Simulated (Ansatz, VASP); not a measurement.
**One calculation of W4C, two programs**

```
W C
1.0
     2.85472    0.00000    0.00000
     0.00000    4.03719    0.00000
     0.00000    0.00000   20.95703
W C
4 1
Direct
  0.50000 0.50000 0.19087
  0.00000 0.00000 0.25898
  0.50000 0.50000 0.32624
  0.00000 0.00000 0.37968
  0.00000 0.00000 0.51949
```

Alike in both runs: task single point; functional PBE; k mesh 9 × 7 × 1; occupations gaussian, width 0.1 eV; collinear spin.

|  | VASP | Ansatz |
| --- | --- | --- |
| version | VASP 6.6.1 | Ansatz 0.2.0 |
| potentials or method | VASP PAW PBE potentials, release 64 (W_sv, C), cutoff 520 eV | scalar-relativistic, plane waves, PAW |
| valence electrons in the cell | 60 | 60 |

```csv
,VASP,Ansatz,Ansatz less VASP
gap on the k mesh at the Fermi level (eV),none,none,-
rms of the force components (eV/Å),1.246,1.233,-0.0131
net moment per atom (μB),0.27,0.27,-0.001
size of the moment on the site where the two differ most (μB),0.65,1.09,+0.443
```

Site moments also hang on the region over which each program counts them. Atom by atom the forces differ by 0.022 eV/Å (rms over components). A gap of «none» marks a metal or a gap that the smearing closes.

Spin-orbit coupling is off throughout.
